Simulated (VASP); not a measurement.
Set up this calculation in VASP 6.6.1, as the native input.

```yaml
Task: single point
Functional: r2SCAN
Potentials_or_basis: VASP PAW PBE potentials, release 64 (Cu, I)
Cutoff: 520 eV
k_mesh: 8 × 8 × 8
Occupations: gaussian, width 0.02 eV
Spin: no spin polarisation
Dipole_correction: no
Further_INCAR_settings: ALGO = Normal; EDIFF = 1e-06; NBANDS = 16
```

Crystal: CuI (Marshite).

```
Cu I
1.0
     0.00000    3.01173    3.01173
     3.01173    0.00000    3.01173
     3.01173    3.01173    0.00000
Cu I
1 1
Direct
  0.25000 0.25000 0.25000
  0.00000 0.00000 0.00000
```

One way to write it, as run:

POSCAR

```
CuI
1.0
    0.0000000000      3.0117341517      3.0117341517
    3.0117341517      0.0000000000      3.0117341517
    3.0117341517      3.0117341517      0.0000000000
Cu I
1 1
Direct
    0.2500000000      0.2500000000      0.2500000000
    0.0000000000      0.0000000000      0.0000000000
```

INCAR.step1

```
SYSTEM = CuI
ALGO     = Normal         ! electronic algorithm
EDIFF    = 1E-4           ! SCF threshold, eV
ENCUT    = 520            ! plane-wave cutoff, eV
GGA      = PE             ! functional
ISMEAR   = 0              ! smearing method
LASPH    = .True.         ! aspherical terms in the spheres
LCHARG   = .False.        ! write CHGCAR
LREAL    = .False.        ! projectors in reciprocal space
LWAVE    = .True.         ! write WAVECAR
NBANDS   = 16             ! bands
NELM     = 100            ! most SCF steps
PREC     = Accurate       ! precision mode
SIGMA    = 0.02           ! smearing width, eV
```

INCAR.step2

```
SYSTEM = CuI
ALGO     = Normal         ! electronic algorithm
EDIFF    = 1E-6           ! SCF threshold, eV
ENCUT    = 520            ! plane-wave cutoff, eV
ISIF     = 2              ! what is computed and relaxed
ISMEAR   = 0              ! smearing method
ISTART   = 1            
LASPH    = .True.         ! aspherical terms in the spheres
LCHARG   = .False.        ! write CHGCAR
LMIXTAU  = .True.       
LREAL    = .False.        ! projectors in reciprocal space
LWAVE    = .False.        ! write WAVECAR
METAGGA  = R2SCAN         ! meta-GGA
NBANDS   = 16             ! bands
NELM     = 100            ! most SCF steps
PREC     = Accurate       ! precision mode
SIGMA    = 0.02           ! smearing width, eV
```

KPOINTS

```
k-points
0
Gamma
  8 8 8
  0 0 0
```

Potentials or basis: VASP PAW PBE potentials, release 64 (Cu, I).

Command:

```sh
$ cat potpaw_PBE.64/Cu/POTCAR potpaw_PBE.64/I/POTCAR > POTCAR
$ cp INCAR.step1 INCAR
$ mpirun -np 1 vasp_std > vasp.out
$ cp INCAR.step2 INCAR
$ mpirun -np 1 vasp_std > vasp.out
```

It gave:

```
Pressure               : -0.1 GPa
Band gap on the k mesh : 1.67 eV, direct
```

Caveat: the PAW data sets were made with another functional, which shifts forces and pressure a little; spin-orbit coupling is left out, which moves the levels of the heavy elements.

Run time: 58 s on 1 thread of Intel(R) Xeon(R) Platinum 8488C (Sapphire Rapids), on a shared host, peak memory 0.2 GiB.
